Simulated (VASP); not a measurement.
# Si (a cell with a defect) in VASP: single point with PBEsol

Aim: the single point of Si (a cell with a defect) with PBEsol.

Everything below comes from runs of VASP 6.6.1. Logs are shortened: lines on timing, memory, paths and dates and some standing lists are left out, and cuts for length are marked.

### Step 1. The cell of the first run

The cell holds a defect, 15 atoms: a = 7.685 Å, b = 7.685 Å, c = 7.685 Å, α = 60.00°, β = 60.00°, γ = 60.00°.

### Step 2. Single point, PBEsol

File INCAR:

```
ALGO = Normal
EDIFF = 1E-6
ENCUT = 520
GGA = PS
ISIF = 2
ISMEAR = 0
LASPH = T
LCHARG = F
LREAL = Auto
LWAVE = F
NBANDS = 43
NELM = 80
PREC = Accurate
SIGMA = 0.02
```

File KPOINTS:

```
k-points
0
Gamma
  3 3 3
```

File POSCAR:

```
Si
1.0
    0.0000000000      5.4338342766     -5.4338342766
    5.4338342766      5.4338342766      0.0000000000
    5.4338342766      0.0000000000     -5.4338342766
Si
15
Direct
    0.1875002895     -0.0625008940      0.1875002895
    0.1313176780      0.6336038835      0.1313174940
    0.6220166696      0.1274710388      0.1284957296
    0.6037609601      0.6336039755      0.1313175860
    0.1284958216      0.1274711308      0.6220165776
    0.1313176780      0.6336038835      0.6037608681
    0.6220165776      0.1274711308      0.6220165776
    0.6232466482      0.6302601120      0.6232466482
    0.2436822569      0.2413962100      0.2436824409
    0.7529833984      0.7475290547      0.2465042053
    0.7712390159      0.2413962100      0.2436824409
    0.2465042053      0.7475290547      0.7529833984
    0.2436824409      0.2413962100      0.7712390159
    0.7529833984      0.7475290547      0.7529833984
    0.7517533278      0.2447400735      0.7517533278
```

Potentials or basis: VASP PAW PBE potentials, release 64 (Si).

On the command line:

```
$ cat potpaw_PBE.64/Si/POTCAR > POTCAR
$ mpirun -np 1 vasp_std > vasp.out
```

OUTCAR:

```text
EDIFF = 1E-6
   ENCUT = 520
   GGA = PS
   ISIF = 2
   ISMEAR = 0
   LASPH = T
   LREAL = Auto
   NELM = 80
   PREC = Accurate

 ion  position               nearest neighbor table
   1  0.188  0.937  0.188-   6 2.83   4 2.83   2 2.83   9 2.83  11 2.83  13 2.83
   2  0.131  0.634  0.131-  12 2.38  10 2.38   9 2.47   1 2.83
   3  0.622  0.127  0.128-  15 2.36  11 2.38   9 2.38  10 2.38
   4  0.604  0.634  0.131-  10 2.38  14 2.38  11 2.47   1 2.83
   5  0.128  0.127  0.622-  15 2.36  13 2.38   9 2.38  12 2.38
   6  0.131  0.634  0.604-  12 2.38  14 2.38  13 2.47   1 2.83
   7  0.622  0.127  0.622-  15 2.36  13 2.38  11 2.38  14 2.38
   8  0.623  0.630  0.623-  10 2.36  12 2.36  14 2.36  15 2.42
   9  0.244  0.241  0.244-   5 2.38   3 2.38   2 2.47   1 2.83
  10  0.753  0.748  0.247-   8 2.36   4 2.38   2 2.38   3 2.38
  11  0.771  0.241  0.244-   7 2.38   3 2.38   4 2.47   1 2.83
  12  0.247  0.748  0.753-   8 2.36   2 2.38   6 2.38   5 2.38
  13  0.244  0.241  0.771-   7 2.38   5 2.38   6 2.47   1 2.83
  14  0.753  0.748  0.753-   8 2.36   4 2.38   6 2.38   7 2.38
  15  0.752  0.245  0.752-   3 2.36   7 2.36   5 2.36   8 2.42

  LATTYP: Found a face centered cubic cell.
 ALAT       =    10.8676685532

  Lattice vectors:

 A1 = (   0.0000000000,   5.4338342766,  -5.4338342766)
 A2 = (   5.4338342766,   5.4338342766,   0.0000000000)
 A3 = (   5.4338342766,   0.0000000000,  -5.4338342766)

Analysis of symmetry for initial positions (statically):
=====================================================================
 Subroutine PRICEL returns:
 Original cell was already a primitive cell.

 Routine SETGRP: Setting up the symmetry group for a
 face centered cubic supercell.

 Subroutine GETGRP returns: Found 12 space group operations
 (whereof  2 operations were pure point group operations)
 out of a pool of 48 trial point group operations.

The static configuration has the point symmetry C_1h.
 The point group associated with its full space group is D_3d.

Analysis of symmetry for dynamics (positions and initial velocities):
=====================================================================
 Subroutine PRICEL returns:
 Original cell was already a primitive cell.

 Routine SETGRP: Setting up the symmetry group for a
 face centered cubic supercell.

 Subroutine GETGRP returns: Found 12 space group operations
 (whereof  2 operations were pure point group operations)
 out of a pool of 48 trial point group operations.

The dynamic configuration has the point symmetry C_1h.
 The point group associated with its full space group is D_3d.

 Subroutine INISYM returns: Found 12 space group operations
 (whereof  2 operations are pure point group operations),
 and found     1 'primitive' translations

----------------------------------------------------------------------------------------

                                     Primitive cell

  volume of cell :     320.8848

  direct lattice vectors                    reciprocal lattice vectors
     0.000000000  5.433834277 -5.433834277    -0.092016056  0.092016056 -0.092016056
     5.433834277  5.433834277  0.000000000     0.092016056  0.092016056  0.092016056
     5.433834277  0.000000000 -5.433834277     0.092016056 -0.092016056 -0.092016056

  length of vectors
     7.684602130  7.684602130  7.684602130     0.159376484  0.159376484  0.159376484

  position of ions in fractional coordinates (direct lattice)
     0.187500290  0.937499106  0.187500290
     0.131317678  0.633603884  0.131317494
     0.622016670  0.127471039  0.128495730
     0.603760960  0.633603976  0.131317586
     0.128495822  0.127471131  0.622016578
     0.131317678  0.633603884  0.603760868
     0.622016578  0.127471131  0.622016578
     0.623246648  0.630260112  0.623246648
     0.243682257  0.241396210  0.243682441
     0.752983398  0.747529055  0.246504205
     0.771239016  0.241396210  0.243682441
     0.246504205  0.747529055  0.752983398
     0.243682441  0.241396210  0.771239016
     0.752983398  0.747529055  0.752983398
     0.751753328  0.244740073  0.751753328

  ion indices of the primitive-cell ions
   primitive index   ion index
                 1           1
                 2           2
                 3           3
                 4           4
                 5           5
                 6           6
                 7           7
                 8           8
                 9           9
                10          10
                11          11
                12          12
                13          13
                14          14
                15          15

----------------------------------------------------------------------------------------

 KPOINTS: k-points

Automatic generation of k-mesh.
 Grid dimensions read from file:
 generate k-points for:    3    3    3

 Generating k-lattice:

  Cartesian coordinates                     Fractional coordinates (reciprocal lattice)
    -0.030672019  0.030672019 -0.030672019     0.333333333  0.000000000  0.000000000
     0.030672019  0.030672019  0.030672019     0.000000000  0.333333333  0.000000000
     0.030672019 -0.030672019 -0.030672019     0.000000000  0.000000000  0.333333333

  Length of vectors
     0.053125495  0.053125495  0.053125495

  Shift w.r.t. Gamma in fractional coordinates (k-lattice)
     0.000000000  0.000000000  0.000000000

 Subroutine IBZKPT returns following result:
 ===========================================

 Found      6 irreducible k-points:

 Following reciprocal coordinates:
            Coordinates               Weight
  0.000000  0.000000  0.000000      1.000000
  0.333333  0.000000  0.000000      6.000000
  0.000000  0.333333  0.000000      2.000000
  0.333333  0.333333  0.000000      6.000000
 -0.333333  0.333333  0.000000      6.000000
  0.333333  0.000000 -0.333333      6.000000
   k-points           NKPTS =      6   k-points in BZ     NKDIM =      6   number of bands    NBANDS=     43
   number of dos      NEDOS =    301   number of ions     NIONS =     15
   total plane-waves  NPLWV = 216000
   dimension x,y,z NGX =    60 NGY =   60 NGZ =   60
   dimension x,y,z NGXF=   120 NGYF=  120 NGZF=  120
   ions per type =              15
   NGX,Y,Z   is equivalent  to a cutoff of  12.98, 12.98, 12.98 a.u.
   NGXF,Y,Z  is equivalent  to a cutoff of  25.96, 25.96, 25.96 a.u.
 SYSTEM =  unknown system
   PREC   = accura    normal or accurate (medium, high low for compatibility)
   ISTART =      0    job   : 0-new  1-cont  2-samecut
   ICHARG =      2    charge: 1-file 2-atom 10-const
   ISPIN  =      1    spin polarized calculation?
   LNONCOLLINEAR =      F non collinear calculations
   LSORBIT =      F    spin-orbit coupling
   LASPH  =      T    aspherical Exc in radial PAW
   ENCUT  =  520.0 eV  38.22 Ry    6.18 a.u.  14.29 14.29 14.29*2*pi/ulx,y,z
   NELM   =     80;   NELMIN=  2; NELMDL= -5     # of ELM steps
   EDIFF  = 0.1E-05   stopping-criterion for ELM
   LREAL  =      T    real-space projection
   EDIFFG = 0.1E-04   stopping-criterion for IOM
   NSW    =      0    number of steps for IOM
   IBRION =     -1    ionic relax: 0-MD 1-quasi-New 2-CG
   NFREE  =      0    steps in history (QN), initial steepest desc. (CG)
   ISIF   =      2    stress and relaxation
   ISYM   =      2    0-nonsym 1-usesym 2-fastsym
   POTIM  = 0.5000    time-step for ionic-motion
   TEBEG  =    0.0;   TEEND  =   0.0 temperature during run
   PSTRESS=    0.0 pullay stress
   NELECT =      60.0000    total number of electrons
   NUPDOWN=      -1.0000    fix difference up-down
   EMIN   =  10.00;   EMAX   =-10.00  energy-range for DOS
   EFERMI =   0.00;   METHOD = LEGACY
   ISMEAR =     0;   SIGMA  =   0.02  broadening in eV -4-tet -1-fermi 0-gaus
   EFERMI_NEDOS =   21; number of points for ismear=-14 and -15
   IALGO  =     38    algorithm
   IMIX   =      4    mixing-type and parameters
     AMIX     =   0.40;   BMIX     =  1.00
     AMIX_MAG =   1.60;   BMIX_MAG =  1.00
  volume/ion in A,a.u.               =      21.39       144.36
  Fermi-wavevector in a.u.,A,eV,Ry     =   0.936143  1.769054 11.923652  0.876364
  Thomas-Fermi vector in A             =   2.063122
   LORBIT       =      0    0 simple, 1 ext, 2 COOP (PROOUT), +10 PAW based schemes
   GGA     = PS    functional components
   LHFCALC =     F    Hartree Fock is set to
   AEXX    =    0.0000 exact exchange contribution
   IVDW    =     0    specifies the selected vdW correction
   LEPSILON=     F    determine dielectric tensor
   LRPA    =     F    only Hartree local field effects (RPA)
 non-spin polarized calculation
 Gauss-broadening in eV      SIGMA  =   0.02
  energy-cutoff  :      520.00
  volume of cell :      320.88
 maximum number of plane-waves:      8657
 NGX is ok and might be reduce to    60
   NGX = 29   NGY = 29   NGZ = 29

 number of electron      59.9999999 magnetization

 Free energy of the ion-electron system (eV)
  ---------------------------------------------------
  ext. energy  EPLUGINS =         0.00000000
  ---------------------------------------------------
  free energy    TOTEN  =       -82.35145671 eV

  energy without entropy =      -82.35142149  energy(sigma->0) =      -82.35143910

 E-fermi :   4.7090     XC(G=0):  -9.3861

 val. band max:        4.6694273341   @ k =   0.0000   0.0000   0.0000
 cond. band min:       4.7533300627   @ k =   0.3333   0.0000   0.0000
 fundamental gap:      0.0839027286
 Fermi energy:         4.7090007099

 k-point     1 :       0.0000    0.0000    0.0000
  band No.  band energies     occupation
      1      -6.4365      2.00000
      2      -4.2151      2.00000
      3      -4.2151      2.00000
      4      -4.0837      2.00000
      5      -3.6635      2.00000
      6      -2.4605      2.00000
[... 259 lines left out ...]
     41       8.8668      0.00000
     42       8.9718      0.00000
 [bands above 42 left out]

------------------------ aborting loop because EDIFF is reached ----------------------------------------

  FORCE on cell =-STRESS in cart. coord.  units (eV):
  Direction    XX          YY          ZZ          XY          YZ          ZX
  --------------------------------------------------------------------------------------
  -------------------------------------------------------------------------------------
  Total      -11.3913277    -11.3913277    -11.3913277     -2.6193081     -2.6193081     -2.6193081
  in kB      -56.8768803    -56.8768803    -56.8768803    -13.0782009    -13.0782009    -13.0782009
  external PRESSURE =     -56.8768803 kB  Pullay stress =       0.0000000 kB

 VOLUME and BASIS-vectors are now :
 -----------------------------------------------------------------------------
  energy-cutoff  :      520.00
  volume of cell :      320.88
      direct lattice vectors                 reciprocal lattice vectors
     0.000000000  5.433834277 -5.433834277    -0.092016056  0.092016056 -0.092016056
     5.433834277  5.433834277  0.000000000     0.092016056  0.092016056  0.092016056
     5.433834277  0.000000000 -5.433834277     0.092016056 -0.092016056 -0.092016056

 POSITION                                       TOTAL-FORCE (eV/Angst)
 -----------------------------------------------------------------------------------
      6.11306      6.11306     -2.03769         0.000000     -0.000000      0.000000
      4.15646      4.15646     -1.42712         0.005825      0.005825      0.000567
      1.39088      4.07259     -4.07816         0.003017      0.001668      0.001668
      4.15646      6.72364     -3.99429         0.005825      0.000567      0.005825
      4.07259      1.39088     -4.07816         0.001668      0.003017      0.001668
      6.72363      4.15646     -3.99429         0.000567      0.005825      0.005825
      4.07259      4.07259     -6.75987         0.001668      0.001668      0.003017
      6.81135      6.81135     -6.77324         0.002793      0.002793      0.002793
      2.63584      2.63584     -2.64826        -0.005825     -0.005825     -0.000567
      5.40141      8.15354     -5.43105        -0.003017     -0.001668     -0.001668
      2.63584      5.50249     -5.51492        -0.005825     -0.000567     -0.005825
      8.15354      5.40141     -5.43105        -0.001668     -0.003017     -0.001668
      5.50249      2.63584     -5.51492        -0.000567     -0.005825     -0.005825
      8.15354      8.15354     -8.18317        -0.001668     -0.001668     -0.003017
      5.41478      5.41478     -8.16981        -0.002793     -0.002793     -0.002793
 -----------------------------------------------------------------------------------
    total drift:                               -0.000538     -0.000231     -0.001889

  FREE ENERGIE OF THE ION-ELECTRON SYSTEM (eV)
  ---------------------------------------------------
  free  energy   TOTEN  =       -82.3514567134 eV

  energy  without entropy=      -82.3514214862  energy(sigma->0) =      -82.35143910
```

Run time: 82 s. Hardware: 1 thread of Intel Xeon 6975P-C (Granite Rapids), shared host; peak memory 0.44 GiB.

What came out:

```
Free energy            : -82.3515 eV
Pressure               : -5.7 GPa
Largest force          : 0.008 eV/Å
Band gap on the k mesh : zero (band 30 reaches 5.74 eV, above the bottom of band 31 at 4.41 eV)
```

Forces on the atoms (eV/Å):
```
Si   0.000  0.000  0.000
Si   0.006  0.006  0.001
Si   0.003  0.002  0.002
Si   0.006  0.001  0.006
Si   0.002  0.003  0.002
Si   0.001  0.006  0.006
Si   0.002  0.002  0.003
Si   0.003  0.003  0.003
Si  -0.006 -0.006 -0.001
Si  -0.003 -0.002 -0.002
Si  -0.006 -0.001 -0.006
Si  -0.002 -0.003 -0.002
Si  -0.001 -0.006 -0.006
Si  -0.002 -0.002 -0.003
Si  -0.003 -0.003 -0.003
```

Stress tensor (GPa, compression positive):
```
-5.69 -1.31 -1.31
-1.31 -5.69 -1.31
-1.31 -1.31 -5.69
```

Caveat: the PAW data sets were made with another functional, which shifts forces and pressure a little.
